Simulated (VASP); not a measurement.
Set up this calculation in VASP 6.6.1, as the native input.

| Quantity | Value |
| --- | --- |
| Task | single point |
| Functional | PBEsol |
| Potentials or basis | VASP PAW PBE potentials, release 64 (Al, N) |
| Cutoff | 520 eV |
| k mesh | 9 × 9 × 6 |
| Occupations | gaussian, width 0.05 eV |
| Spin | no spin polarisation |
| Dipole correction | no |
| Further INCAR settings | ALGO = Normal; EDIFF = 1e-06; NBANDS = 16 |

The structure of AlN lies in POSCAR:

```
AlN
1.0
    3.0176720870      0.0000000000      0.0000000000
   -1.5088360435      2.6133806877      0.0000000000
    0.0000000000      0.0000000000      4.8286600000
Al N
2 2
Direct
    0.3333333333      0.6666666667      0.0000000000
    0.6666666667      0.3333333333      0.5000000000
    0.3333333333      0.6666666667      0.3850000000
    0.6666666667      0.3333333333      0.8850000000
```

This cell differs from its parent crystal: strain -0.030 along x and y, -0.030 along z.

One way to write it, as run:

INCAR

```
ALGO = Normal
EDIFF = 1E-6
ENCUT = 520
GGA = PS
ISIF = 2
ISMEAR = 0
LASPH = True
LCHARG = False
LREAL = False
LWAVE = False
NBANDS = 16
NELM = 60
PREC = Accurate
SIGMA = 0.05
```

KPOINTS

```
k-points
0
Gamma
  9 9 6
```

Potentials or basis: VASP PAW PBE potentials, release 64 (Al, N).

Command:

```console
$ cat potpaw_PBE.64/Al/POTCAR potpaw_PBE.64/N/POTCAR > POTCAR
$ mpirun -np 1 vasp_std > vasp.out
```

Results of the run:

| Item | Value |
| --- | --- |
| Pressure | 22.9 GPa |
| Largest force | 0.183 eV/Å |
| Band gap on the k mesh | 4.89 eV (least direct gap 4.91 eV) |

Caveat: the cell differs from its parent crystal (strain -0.030 along x and y, -0.030 along z); the cell stands under pressure; the PAW data sets were made with another functional, which shifts forces and pressure a little; an odd mesh through Γ misses points on the zone boundary, where band edges can lie.

Wall time 25 s on 1 thread of Intel Xeon 8259CL, with other jobs on the host, peak memory 0.16 GiB.
